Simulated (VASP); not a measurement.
Al, 1 atom in the cell. The structure is cubic, space group Fm-3m (No. 225). Conventional cell: a = 4.103 Å, b = 4.103 Å, c = 4.103 Å, α = 90.00°, β = 90.00°, γ = 90.00°. Within 3.8 Å of Al (site symmetry m-3m) lie 12 Al at 2.90 Å. 

```yaml
Program: VASP 6.6.1
Task: single point
Functional: r2SCAN
Dispersion: D4
Potentials_or_basis: VASP PAW PBE potentials, release 64 (Al)
Cutoff: 520 eV
k_mesh: 11 × 11 × 11
Occupations: fermi-dirac, width 0.05 eV
Spin: no spin polarisation
Dipole_correction: no
Further_INCAR_settings: ALGO = Normal; EDIFF = 1e-06; NBANDS = 8
```

Potentials or basis: VASP PAW PBE potentials, release 64 (Al).

Launch:

```sh
$ cat potpaw_PBE.64/Al/POTCAR > POTCAR
$ cp INCAR.step1 INCAR
$ mpirun -np 1 vasp_std > vasp.out
$ cp INCAR.step2 INCAR
$ mpirun -np 1 vasp_std > vasp.out
```

Hardware: 1 thread of Intel(R) Xeon(R) Platinum 8559C (Emerald Rapids), on a shared host.

**Question.** Estimate the wall time of this run.

**Answer.** It took 15 s on 1 thread of Intel(R) Xeon(R) Platinum 8559C (Emerald Rapids), with other jobs on the host, peak memory 0.13 GiB. Counts: k points 56.
